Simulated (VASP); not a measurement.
# TlBr (Pm-3m) in VASP: a series of runs

Aim: see how the results for TlBr move with the level of theory and the settings. Levels: PBE, PBE0. Tasks: single point.

Everything below comes from runs of VASP 6.6.1. Logs are shortened: lines on timing, memory, paths and dates and some standing lists are left out, and cuts for length are marked.

### 1 The cell of the first run

It takes space group Pm-3m (No. 221, cubic). Conventional cell: a = 3.995 Å, b = 3.995 Å, c = 3.995 Å, α = 90.00°, β = 90.00°, γ = 90.00°. Tl (site symmetry m-3m) has 8 Br at 3.46 Å and 6 Tl at 3.99 Å within 4.5 Å. Br (site symmetry m-3m) has 8 Tl at 3.46 Å and 6 Br at 3.99 Å within 4.5 Å.

### 2 Single point, PBE, non-collinear spin, zero start, spin-orbit coupling

INCAR reads:

```
PREC = Accurate ; ENCUT = 500
EDIFF = 1E-6 ; ISMEAR = 0
SIGMA = 0.01 ; LREAL = False
LASPH = True ; NELM = 200
ALGO = Normal ; ISIF = 2
LWAVE = False ; LCHARG = True
MAGMOM = 0 0 0 0 0 0 ; LORBIT = 11
LSORBIT = True ; GGA_COMPAT = False
LORBMOM = True ; GGA = PE
LVHAR = True ; NBANDS = 32
```

KPOINTS reads:

```
regular mesh
0
Gamma
  6 6 6
```

POSCAR reads:

```
TlBr
1.0
    3.9949064133      0.0000000000      0.0000000000
    0.0000000000      3.9949064133      0.0000000000
    0.0000000000      0.0000000000      3.9949064133
Tl Br
1 1
Direct
    0.0000000000      0.0000000000      0.0000000000
    0.5000000000      0.5000000000      0.5000000000
```

Potentials or basis: VASP PAW PBE potentials, release 64 (Tl_d, Br).

Started as:

```console
$ cat potpaw_PBE.64/Tl_d/POTCAR potpaw_PBE.64/Br/POTCAR > POTCAR
$ mpirun -np 1 vasp_ncl > vasp.out
```

OUTCAR:

```text
PREC = Accurate
   ENCUT = 500
   EDIFF = 1E-6
   ISMEAR = 0
   LREAL = False
   LASPH = True
   NELM = 200
   ISIF = 2
   LORBIT = 11
   LSORBIT = True
   GGA = PE

 ion  position               nearest neighbor table
   1  0.000  0.000  0.000-   2 3.46   2 3.46   2 3.46   2 3.46   2 3.46   2 3.46   2 3.46   2 3.46

   2  0.500  0.500  0.500-   1 3.46   1 3.46   1 3.46   1 3.46   1 3.46   1 3.46   1 3.46   1 3.46

  LATTYP: Found a simple cubic cell.
 ALAT       =     3.9949064133

  Lattice vectors:

 A1 = (   3.9949064133,   0.0000000000,   0.0000000000)
 A2 = (   0.0000000000,   3.9949064133,   0.0000000000)
 A3 = (   0.0000000000,   0.0000000000,   3.9949064133)

Analysis of symmetry for initial positions (statically):
=====================================================================
 Subroutine PRICEL returns:
 Original cell was already a primitive cell.

 Routine SETGRP: Setting up the symmetry group for a
 simple cubic supercell.

 Subroutine GETGRP returns: Found 48 space group operations
 (whereof 48 operations were pure point group operations)
 out of a pool of 48 trial point group operations.

The static configuration has the point symmetry O_h .

Analysis of symmetry for dynamics (positions and initial velocities):
=====================================================================
 Subroutine PRICEL returns:
 Original cell was already a primitive cell.

 Routine SETGRP: Setting up the symmetry group for a
 simple cubic supercell.

 Subroutine GETGRP returns: Found 48 space group operations
 (whereof 48 operations were pure point group operations)
 out of a pool of 48 trial point group operations.

The dynamic configuration has the point symmetry O_h .

Analysis of structural, dynamic, and magnetic symmetry:
=====================================================================
 Subroutine PRICEL returns:
 Original cell was already a primitive cell.

 Routine SETGRP: Setting up the symmetry group for a
 simple cubic supercell.

 Subroutine GETGRP returns: Found 48 space group operations
 (whereof 48 operations were pure point group operations)
 out of a pool of 48 trial point group operations.

The overall configuration has the point symmetry O_h .

 Subroutine INISYM returns: Found 48 space group operations
 (whereof 48 operations are pure point group operations),
 and found     1 'primitive' translations

----------------------------------------------------------------------------------------

[... 870 lines left out ...]
    total drift:                                0.000000      0.000000      0.000000

  FREE ENERGIE OF THE ION-ELECTRON SYSTEM (eV)
  ---------------------------------------------------
  free  energy   TOTEN  =        -5.7514980826 eV

  energy  without entropy=       -5.7514980826  energy(sigma->0) =       -5.75149808

 orbital moment (x)

 # of ion     p       d       tot
 ----------------------------------------
  1        -0.000   0.000   0.000
  2        -0.000  -0.000  -0.000
 ----------------------------------------
           -0.000   0.000   0.000

 orbital moment (y)

 # of ion     p       d       tot
 ----------------------------------------
  1        -0.000  -0.000  -0.000
  2         0.000   0.000   0.000
 ----------------------------------------
           -0.000  -0.000  -0.000

 orbital moment (z)

 # of ion     p       d       tot
 ----------------------------------------
  1         0.000   0.000   0.000
  2         0.000   0.000   0.000
 ----------------------------------------
            0.000   0.000   0.000

 Spin-Orbit-Coupling matrix elements

 Ion:    1  E_soc:     -0.3749892
 l=   1
     0.0000000    -0.0140394    -0.0140394
    -0.0140394     0.0000000    -0.0140394
    -0.0140394    -0.0140394     0.0000000
 l=   2
     0.0000000    -0.0096336     0.0000000    -0.0096336    -0.0388252
    -0.0096336     0.0000000    -0.0291189    -0.0096336    -0.0097063
     0.0000000    -0.0291189     0.0000000    -0.0291189     0.0000000
    -0.0096336    -0.0096336    -0.0291189     0.0000000    -0.0097063
    -0.0388252    -0.0097063     0.0000000    -0.0097063     0.0000000
 l=   3
     0.0000000     0.0000000     0.0000000     0.0000000     0.0000000     0.0000000     0.0000000
     0.0000000     0.0000000     0.0000000     0.0000000     0.0000000     0.0000000     0.0000000
     0.0000000     0.0000000     0.0000000     0.0000000     0.0000000     0.0000000     0.0000000
     0.0000000     0.0000000     0.0000000     0.0000000     0.0000000     0.0000000     0.0000000
     0.0000000     0.0000000     0.0000000     0.0000000     0.0000000     0.0000000     0.0000000
     0.0000000     0.0000000     0.0000000     0.0000000     0.0000000     0.0000000     0.0000000
     0.0000000     0.0000000     0.0000000     0.0000000     0.0000000     0.0000000     0.0000000

 Ion:    2  E_soc:     -0.0605334
 l=   1
     0.0000000    -0.0100889    -0.0100889
    -0.0100889     0.0000000    -0.0100889
    -0.0100889    -0.0100889     0.0000000
 l=   2
     0.0000000    -0.0000004     0.0000000    -0.0000004     0.0000005
    -0.0000004     0.0000000     0.0000004    -0.0000004     0.0000001
     0.0000000     0.0000004     0.0000000     0.0000004     0.0000000
    -0.0000004    -0.0000004     0.0000004     0.0000000     0.0000001
     0.0000005     0.0000001     0.0000000     0.0000001     0.0000000
 l=   3
     0.0000000     0.0000000     0.0000000     0.0000000     0.0000000     0.0000000     0.0000000
     0.0000000     0.0000000     0.0000000     0.0000000     0.0000000     0.0000000     0.0000000
     0.0000000     0.0000000     0.0000000     0.0000000     0.0000000     0.0000000     0.0000000
     0.0000000     0.0000000     0.0000000     0.0000000     0.0000000     0.0000000     0.0000000
     0.0000000     0.0000000     0.0000000     0.0000000     0.0000000     0.0000000     0.0000000
     0.0000000     0.0000000     0.0000000     0.0000000     0.0000000     0.0000000     0.0000000
     0.0000000     0.0000000     0.0000000     0.0000000     0.0000000     0.0000000     0.0000000

 total charge

# of ion       s       p       d       tot
------------------------------------------
    1        1.309   0.134   9.666  11.109
    2        1.615   3.222   0.007   4.844
--------------------------------------------------
tot          2.924   3.357   9.673  15.953

 magnetization (x)

# of ion       s       p       d       tot
------------------------------------------
    1        0.000   0.000   0.000   0.000
    2       -0.000  -0.000  -0.000  -0.000
--------------------------------------------------
tot          0.000   0.000  -0.000   0.000

 magnetization (y)

# of ion       s       p       d       tot
------------------------------------------
    1        0.000  -0.000   0.000   0.000
    2        0.000   0.000   0.000   0.000
--------------------------------------------------
tot          0.000  -0.000   0.000   0.000

 magnetization (z)

# of ion       s       p       d       tot
------------------------------------------
    1        0.000   0.000   0.000   0.000
    2       -0.000   0.000  -0.000  -0.000
--------------------------------------------------
tot          0.000   0.000  -0.000   0.000
```

OSZICAR:

```text
N       E                     dE             d eps       ncg     rms          rms(c)
DAV:   1     0.109962502750E+03    0.10996E+03   -0.93779E+03  1296   0.106E+03
DAV:   2    -0.408019842481E+00   -0.11037E+03   -0.10561E+03  1568   0.245E+02
DAV:   3    -0.597016722503E+01   -0.55621E+01   -0.55353E+01  1544   0.469E+01
DAV:   4    -0.601252088246E+01   -0.42354E-01   -0.42347E-01  1392   0.476E+00
DAV:   5    -0.601298599622E+01   -0.46511E-03   -0.46511E-03  1520   0.511E-01    0.311E+00
DAV:   6    -0.577270240559E+01    0.24028E+00   -0.28300E-01  1392   0.323E+00    0.192E+00
DAV:   7    -0.575088366309E+01    0.21819E-01   -0.11960E-01  1376   0.165E+00    0.109E+00
DAV:   8    -0.575105443694E+01   -0.17077E-03   -0.99408E-03  1448   0.554E-01    0.592E-01
DAV:   9    -0.575149883810E+01   -0.44440E-03   -0.25861E-03  1384   0.400E-01    0.124E-01
DAV:  10    -0.575142544520E+01    0.73393E-04   -0.51843E-04  1416   0.147E-01    0.435E-02
DAV:  11    -0.575149577277E+01   -0.70328E-04   -0.13023E-04  1400   0.679E-02    0.942E-03
DAV:  12    -0.575149783092E+01   -0.20581E-05   -0.72731E-06  1488   0.172E-02    0.529E-03
DAV:  13    -0.575149808258E+01   -0.25166E-06   -0.15004E-06  1248   0.806E-03
   1 F= -.57514981E+01 E0= -.57514981E+01  d E =-.115158E-56  mag=    -0.0000     0.0000     0.0000
```

stdout:

```text
POSCAR found type information on POSCAR TlBr
 POSCAR found :  2 types and       2 ions
 scaLAPACK will be used
 LDA part: xc-table for (Slater+PW92), standard interpolation
 POSCAR, INCAR and KPOINTS ok, starting setup
 FFT: planning ... GRIDC
 FFT: planning ... GRID_SOFT
 FFT: planning ... GRID
 WAVECAR not read
 entering main loop
```

It took 64 s on 1 thread of Intel Xeon Platinum 8488C (Sapphire Rapids), shared host; peak memory 0.3 GiB.

What came out:

* Free energy: -5.7515 eV
* Pressure: 0.8 GPa
* Net moment: 0.00 μB per cell
* Valence electrons inside the program's atomic spheres: Tl 11.11; Br 4.84

Moments on the atoms (μB; x, y, z):
```
Tl  0.00 0.00 0.00
Br  0.00 0.00 0.00
```

### 3 Single point, PBE0

POSCAR is that of step 2.

INCAR.step1 reads:

```
SYSTEM = TlBr
PREC = Accurate
ENCUT = 400
EDIFF = 1E-5
ISMEAR = 0
SIGMA = 0.01
LREAL = .FALSE.
LASPH = .TRUE.
NELM = 120
ALGO = Normal
ISIF = 2
LWAVE = .TRUE.
LCHARG = .FALSE.
GGA = PE
NBANDS = 17
GGA_COMPAT = .FALSE.
```

INCAR.step2 reads:

```
SYSTEM = TlBr
PREC = Accurate
ENCUT = 400
EDIFF = 1E-6
ISMEAR = 0
SIGMA = 0.01
LREAL = .FALSE.
LASPH = .TRUE.
NELM = 120
ALGO = Normal
ISIF = 2
LWAVE = .FALSE.
LCHARG = .FALSE.
GGA = PE
LHFCALC = .TRUE.
AEXX = 0.25
PRECFOCK = Normal
ISTART = 1
NBANDS = 17
GGA_COMPAT = .FALSE.
```

KPOINTS reads:

```
Automatic mesh
0
G
  4 4 4
  0 0 0
```

Potentials or basis: VASP PAW PBE potentials, release 64 (Tl_d, Br).

Started as:

```console
$ cat potpaw_PBE.64/Tl_d/POTCAR potpaw_PBE.64/Br/POTCAR > POTCAR
$ cp INCAR.step1 INCAR
$ mpirun -np 1 vasp_std > vasp.out
$ cp INCAR.step2 INCAR
$ mpirun -np 1 vasp_std > vasp.out
```

It took 5.1 min on 1 thread of Intel Xeon Platinum 8488C (Sapphire Rapids), shared host; peak memory 0.16 GiB.

It converged, with:

```
Free energy            : -7.2559 eV
Pressure               : 0.5 GPa
Band gap on the k mesh : 3.26 eV
```

Levels at points of the mesh, in eV from the valence-band top:
| k point | band 6 | band 7 | band 8 | band 9 | band 10 | band 11 | band 12 | band 13 | band 14 | band 15 |
| --- | --- | --- | --- | --- | --- | --- | --- | --- | --- | --- |
| (0.00, 0.00, 0.00) | -11.30 | -4.86 | -1.59 | -1.59 | -1.59 | 8.57 | 8.57 | 9.00 | 9.00 | 9.00 |
| (0.50, 0.00, 0.00) | -11.29 | -6.00 | -1.07 | -1.07 | 0.00 | 3.26 | 7.42 | 7.42 | 9.65 | 12.04 |
| (0.50, 0.50, 0.00) | -11.24 | -3.87 | -3.31 | -3.31 | -0.97 | 6.46 | 6.46 | 9.19 | 9.30 | 12.05 |
| (0.50, 0.50, 0.50) | -11.24 | -2.75 | -2.28 | -2.28 | -2.28 | 3.56 | 3.56 | 3.56 | 14.65 | 14.65 |

Caveat: the PAW data sets were made with another functional, which shifts forces and pressure a little; spin-orbit coupling is left out, which moves the levels of the heavy elements. A k mesh can miss the band edges.
